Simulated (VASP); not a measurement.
# Co (Pm-3n) in VASP: single point with BLYP

Aim: the single point of Co with BLYP.

Program: VASP 6.6.1. These are calculated values, not measurements. Logs are shortened: lines on timing, memory, paths and dates and some standing lists are left out, and cuts for length are marked.

## (1) The cell of the first run

It takes space group Pm-3n (No. 223, cubic). Conventional cell: a = 4.533 Å, b = 4.533 Å, c = 4.533 Å, α = 90.00°, β = 90.00°, γ = 90.00°. Co (site symmetry m-3) has 12 Co at 2.53 Å within 3.3 Å. Within 3.0 Å of Co (site symmetry -4m2) lie 14 Co at 2.27 to 2.78 Å.

## (2) Single point, BLYP, collinear spin, ferromagnetic start

File INCAR:

```
AGGAC = 1.0
AGGAX = 1.0
ALDAC = 0.0
ALDAX = 1.0
ALGO = Normal
EDIFF = 1E-6
ENCUT = 520
GGA = B5
ISIF = 2
ISMEAR = -1
ISPIN = 2
LASPH = T
LCHARG = F
LMAXMIX = 4
LORBIT = 11
LREAL = F
LWAVE = F
MAGMOM = 1.7 1.7 1.7 1.7 1.7 1.7 1.7 1.7
NBANDS = 50
NELM = 150
PREC = Accurate
SIGMA = 0.05
```

File KPOINTS:

```
k-points
0
Gamma
  6 6 6
```

File POSCAR:

```
Co
1.0
    4.5331422866      0.0000000000      0.0000000000
    0.0000000000      4.5331422866      0.0000000000
    0.0000000000      0.0000000000      4.5331422866
Co
8
Direct
    1.0000000000      0.0000000000      1.0000000000
    0.5000000000      0.5000000000      0.5000000000
    0.2500000000      1.0000000000      0.5000000000
    0.7500000000      0.0000000000      0.5000000000
    0.5000000000      0.2500000000      1.0000000000
    0.5000000000      0.7500000000      1.0000000000
    1.0000000000      0.5000000000      0.2500000000
    0.0000000000      0.5000000000      0.7500000000
```

Potentials or basis: VASP PAW PBE potentials, release 64 (Co).

Started as:

```
cat potpaw_PBE.64/Co/POTCAR > POTCAR
mpirun -np 1 vasp_std > vasp.out
```

OUTCAR:

```text
EDIFF = 1E-6
   ENCUT = 520
   GGA = B5
   ISIF = 2
   ISMEAR = -1
   ISPIN = 2
   LASPH = T
   LORBIT = 11
   LREAL = F
   NELM = 150
   PREC = Accurate

 ion  position               nearest neighbor table
   1  0.000  0.000  0.000-   3 2.53   4 2.53   5 2.53   6 2.53   7 2.53   8 2.53   3 2.53   4 2.53
                             7 2.53   8 2.53   5 2.53   6 2.53
   2  0.500  0.500  0.500-   3 2.53   4 2.53   5 2.53   6 2.53   7 2.53   8 2.53   5 2.53   6 2.53
                             3 2.53   4 2.53   7 2.53   8 2.53
   3  0.250  0.000  0.500-   4 2.27   4 2.27   1 2.53   1 2.53   2 2.53   2 2.53   8 2.78   5 2.78
                             5 2.78   6 2.78   6 2.78   7 2.78   8 2.78   7 2.78
   4  0.750  0.000  0.500-   3 2.27   3 2.27   1 2.53   1 2.53   2 2.53   2 2.53   8 2.78   5 2.78
                             5 2.78   6 2.78   6 2.78   7 2.78   8 2.78   7 2.78
   5  0.500  0.250  0.000-   6 2.27   6 2.27   1 2.53   2 2.53   2 2.53   1 2.53   8 2.78   4 2.78
                             3 2.78   4 2.78   3 2.78   7 2.78   7 2.78   8 2.78
   6  0.500  0.750  0.000-   5 2.27   5 2.27   1 2.53   2 2.53   2 2.53   1 2.53   8 2.78   4 2.78
                             3 2.78   4 2.78   3 2.78   7 2.78   7 2.78   8 2.78
   7  0.000  0.500  0.250-   8 2.27   8 2.27   1 2.53   2 2.53   1 2.53   2 2.53   3 2.78   4 2.78
                             5 2.78   3 2.78   4 2.78   6 2.78   5 2.78   6 2.78
   8  0.000  0.500  0.750-   7 2.27   7 2.27   1 2.53   2 2.53   1 2.53   2 2.53   3 2.78   4 2.78
                             5 2.78   3 2.78   4 2.78   6 2.78   5 2.78   6 2.78

  LATTYP: Found a simple cubic cell.
 ALAT       =     4.5331422866

  Lattice vectors:

 A1 = (   4.5331422866,   0.0000000000,   0.0000000000)
 A2 = (   0.0000000000,   4.5331422866,   0.0000000000)
 A3 = (   0.0000000000,   0.0000000000,   4.5331422866)

Analysis of symmetry for initial positions (statically):
=====================================================================
 Subroutine PRICEL returns:
 Original cell was already a primitive cell.

 Routine SETGRP: Setting up the symmetry group for a
 simple cubic supercell.

 Subroutine GETGRP returns: Found 48 space group operations
 (whereof 24 operations were pure point group operations)
 out of a pool of 48 trial point group operations.

The static configuration has the point symmetry T_h .
 The point group associated with its full space group is O_h .

Analysis of symmetry for dynamics (positions and initial velocities):
=====================================================================
 Subroutine PRICEL returns:
 Original cell was already a primitive cell.

 Routine SETGRP: Setting up the symmetry group for a
 simple cubic supercell.

 Subroutine GETGRP returns: Found 48 space group operations
 (whereof 24 operations were pure point group operations)
 out of a pool of 48 trial point group operations.

The dynamic configuration has the point symmetry T_h .
 The point group associated with its full space group is O_h .

Analysis of structural, dynamic, and magnetic symmetry:
=====================================================================
 Subroutine PRICEL returns:
 Original cell was already a primitive cell.

 Routine SETGRP: Setting up the symmetry group for a
 simple cubic supercell.

 Subroutine GETGRP returns: Found 48 space group operations
 (whereof 24 operations were pure point group operations)
 out of a pool of 48 trial point group operations.

The overall configuration has the point symmetry T_h .
 The point group associated with its full space group is O_h .

 Subroutine INISYM returns: Found 48 space group operations
 (whereof 24 operations are pure point group operations),
 and found     1 'primitive' translations

----------------------------------------------------------------------------------------

                                     Primitive cell

  volume of cell :      93.1533

  direct lattice vectors                    reciprocal lattice vectors
     4.533142287  0.000000000  0.000000000     0.220597532  0.000000000  0.000000000
     0.000000000  4.533142287  0.000000000     0.000000000  0.220597532  0.000000000
     0.000000000  0.000000000  4.533142287     0.000000000  0.000000000  0.220597532
[... 77 lines left out ...]
   dimension x,y,z NGXF=    72 NGYF=   72 NGZF=   72
   ions per type =               8
   NGX,Y,Z   is equivalent  to a cutoff of  13.20, 13.20, 13.20 a.u.
   NGXF,Y,Z  is equivalent  to a cutoff of  26.40, 26.40, 26.40 a.u.
 SYSTEM =  unknown system
   PREC   = accura    normal or accurate (medium, high low for compatibility)
   ISTART =      0    job   : 0-new  1-cont  2-samecut
   ICHARG =      2    charge: 1-file 2-atom 10-const
   ISPIN  =      2    spin polarized calculation?
   LNONCOLLINEAR =      F non collinear calculations
   LSORBIT =      F    spin-orbit coupling
   LASPH  =      T    aspherical Exc in radial PAW
   ENCUT  =  520.0 eV  38.22 Ry    6.18 a.u.   8.43  8.43  8.43*2*pi/ulx,y,z
   NELM   =    150;   NELMIN=  2; NELMDL= -5     # of ELM steps
   EDIFF  = 0.1E-05   stopping-criterion for ELM
   LREAL  =      F    real-space projection
   EDIFFG = 0.1E-04   stopping-criterion for IOM
   NSW    =      0    number of steps for IOM
   IBRION =     -1    ionic relax: 0-MD 1-quasi-New 2-CG
   NFREE  =      0    steps in history (QN), initial steepest desc. (CG)
   ISIF   =      2    stress and relaxation
   ISYM   =      2    0-nonsym 1-usesym 2-fastsym
   POTIM  = 0.5000    time-step for ionic-motion
   TEBEG  =    0.0;   TEEND  =   0.0 temperature during run
   PSTRESS=    0.0 pullay stress
   NELECT =      72.0000    total number of electrons
   NUPDOWN=      -1.0000    fix difference up-down
   EMIN   =  10.00;   EMAX   =-10.00  energy-range for DOS
   EFERMI =   0.00;   METHOD = LEGACY
   ISMEAR =    -1;   SIGMA  =   0.05  broadening in eV -4-tet -1-fermi 0-gaus
   EFERMI_NEDOS =   21; number of points for ismear=-14 and -15
   IALGO  =     38    algorithm
   IMIX   =      4    mixing-type and parameters
     AMIX     =   0.40;   BMIX     =  1.00
     AMIX_MAG =   1.60;   BMIX_MAG =  1.00
  volume/ion in A,a.u.               =      11.64        78.58
  Fermi-wavevector in a.u.,A,eV,Ry     =   1.502403  2.839129 30.711253  2.257213
  Thomas-Fermi vector in A             =   2.613648
   LORBIT       =     11    0 simple, 1 ext, 2 COOP (PROOUT), +10 PAW based schemes
   GGA     = B5    functional components
   LHFCALC =     F    Hartree Fock is set to
   AEXX    =    0.0000 exact exchange contribution
   IVDW    =     0    specifies the selected vdW correction
   LEPSILON=     F    determine dielectric tensor
   LRPA    =     F    only Hartree local field effects (RPA)
 spin polarized calculation
  energy-cutoff  :      520.00
  volume of cell :       93.15
 maximum number of plane-waves:      2522
 NGX is ok and might be reduce to    36
   NGX = 17   NGY = 17   NGZ = 17

 number of electron      71.9999954 magnetization      13.5001255

 Free energy of the ion-electron system (eV)
  ---------------------------------------------------
  ext. energy  EPLUGINS =         0.00000000
  ---------------------------------------------------
  free energy    TOTEN  =       -47.83989500 eV

  energy without entropy =      -47.75288106  energy(sigma->0) =      -47.79638803

 E-fermi :   9.9915     XC(G=0): -12.3958

 val. band max:        9.9890037514   @ k =   0.5000   0.5000   0.0000
 cond. band min:       9.9914687654   @ k =   0.1667   0.1667   0.0000
 fundamental gap:      0.0024650140
 Fermi energy:         9.9914681812

 spin component 1

 k-point     1 :       0.0000    0.0000    0.0000
  band No.  band energies     occupation
      1       1.3988      1.00000
      2       4.9474      1.00000
      3       4.9474      1.00000
      4       5.5756      1.00000
      5       5.7226      1.00000
      6       5.7226      1.00000
[... 1009 lines left out ...]
     47      10.1045      0.09441
     48      10.1045      0.09441
 Fermi energy:         9.9914681812

 spin component 2

 k-point     1 :       0.0000    0.0000    0.0000
  band No.  band energies     occupation
      1       1.4497      1.00000
      2       5.8400      1.00000
      3       5.8400      1.00000
      4       6.3219      1.00000
      5       7.1063      1.00000
      6       7.1063      1.00000
[... 1009 lines left out ...]
     47      11.5327      0.00000
     48      11.5327      0.00000
 [bands above 48 left out]

------------------------ aborting loop because EDIFF is reached ----------------------------------------

  FORCE on cell =-STRESS in cart. coord.  units (eV):
  Direction    XX          YY          ZZ          XY          YZ          ZX
  --------------------------------------------------------------------------------------
  -------------------------------------------------------------------------------------
  Total       -0.2101831     -0.2101831     -0.2101831     -0.0000000      0.0000000      0.0000000
  in kB       -3.6150162     -3.6150162     -3.6150162     -0.0000000      0.0000000      0.0000000
  external PRESSURE =      -3.6150162 kB  Pullay stress =       0.0000000 kB

 VOLUME and BASIS-vectors are now :
 -----------------------------------------------------------------------------
  energy-cutoff  :      520.00
  volume of cell :       93.15
      direct lattice vectors                 reciprocal lattice vectors
     4.533142287  0.000000000  0.000000000     0.220597532  0.000000000  0.000000000
     0.000000000  4.533142287  0.000000000     0.000000000  0.220597532  0.000000000
     0.000000000  0.000000000  4.533142287     0.000000000  0.000000000  0.220597532

 POSITION                                       TOTAL-FORCE (eV/Angst)
 -----------------------------------------------------------------------------------
      0.00000      0.00000      0.00000         0.000000      0.000000      0.000000
      2.26657      2.26657      2.26657         0.000000      0.000000      0.000000
      1.13329      0.00000      2.26657         0.000000      0.000000      0.000000
      3.39986      0.00000      2.26657        -0.000000     -0.000000     -0.000000
      2.26657      1.13329      0.00000        -0.000000     -0.000000      0.000000
      2.26657      3.39986      0.00000         0.000000      0.000000     -0.000000
      0.00000      2.26657      1.13329        -0.000000     -0.000000     -0.000000
      0.00000      2.26657      3.39986         0.000000     -0.000000      0.000000
 -----------------------------------------------------------------------------------
    total drift:                                0.000000      0.000000     -0.000000

  FREE ENERGIE OF THE ION-ELECTRON SYSTEM (eV)
  ---------------------------------------------------
  free  energy   TOTEN  =       -47.8398950019 eV

  energy  without entropy=      -47.7528810636  energy(sigma->0) =      -47.79638803

 total charge

# of ion       s       p       d       tot
------------------------------------------
    1        0.466   0.463   7.278   8.207
    2        0.466   0.463   7.278   8.207
    3        0.461   0.450   7.280   8.192
    4        0.461   0.450   7.280   8.192
    5        0.461   0.450   7.280   8.192
    6        0.461   0.450   7.280   8.192
    7        0.461   0.450   7.280   8.192
    8        0.461   0.450   7.280   8.192
--------------------------------------------------
tot          3.698   3.630  58.237  65.565

 magnetization (x)

# of ion       s       p       d       tot
------------------------------------------
    1       -0.012  -0.048   1.727   1.666
    2       -0.012  -0.048   1.727   1.666
    3       -0.006  -0.042   1.773   1.724
    4       -0.006  -0.042   1.773   1.724
    5       -0.006  -0.042   1.773   1.724
    6       -0.006  -0.042   1.773   1.724
    7       -0.006  -0.042   1.773   1.724
    8       -0.006  -0.042   1.773   1.724
--------------------------------------------------
tot         -0.063  -0.348  14.089  13.678
```

It took 7.2 min on 1 thread of Oxide Virtual Turin-like, shared host; peak memory 0.27 GiB.

Results:

```yaml
Free_energy: -47.8399 eV
Pressure: -0.4 GPa
Net_moment: 13.50 μB per cell
Site_moments: Co +1.67, +1.72 (each value once) μB
Valence_electrons_inside_the_program's_atomic_spheres: Co 8.21, 8.19 (each value once)
```

Levels at points of the mesh, in eV from the Fermi level:
Spin up:
```
           k point  band 39  band 40  band 41  band 42  band 43  band 44  band 45  band 46
(0.00, 0.00, 0.00)    -1.02    -1.02    -1.02     0.95     0.95     0.95     2.46     2.46
(0.50, 0.00, 0.00)    -1.05    -1.05    -0.61    -0.61     1.78     1.78     2.30     2.30
(0.50, 0.50, 0.00)    -1.09    -1.09    -0.94    -0.77    -0.77    -0.52     2.23     3.82
(0.50, 0.50, 0.50)    -1.22    -1.22    -0.09    -0.09    -0.09    -0.09    -0.09    -0.09
```
Spin down:
```csv
k point,band 25,band 26,band 27,band 28,band 29,band 30,band 31,band 32,band 33,band 34
"(0.00, 0.00, 0.00)",-0.88,-0.12,-0.12,-0.12,-0.09,-0.09,-0.09,0.05,0.05,0.43
"(0.50, 0.00, 0.00)",-0.58,-0.58,-0.38,-0.38,-0.22,-0.22,0.18,0.18,0.40,0.40
"(0.50, 0.50, 0.00)",-0.75,-0.75,-0.64,-0.33,0.00,0.16,0.18,0.26,0.26,0.31
"(0.50, 0.50, 0.50)",-0.21,-0.21,-0.21,-0.21,-0.21,-0.21,0.50,0.50,0.50,0.50
```

Caveat: the PAW data sets were made with another functional, which shifts forces and pressure a little.
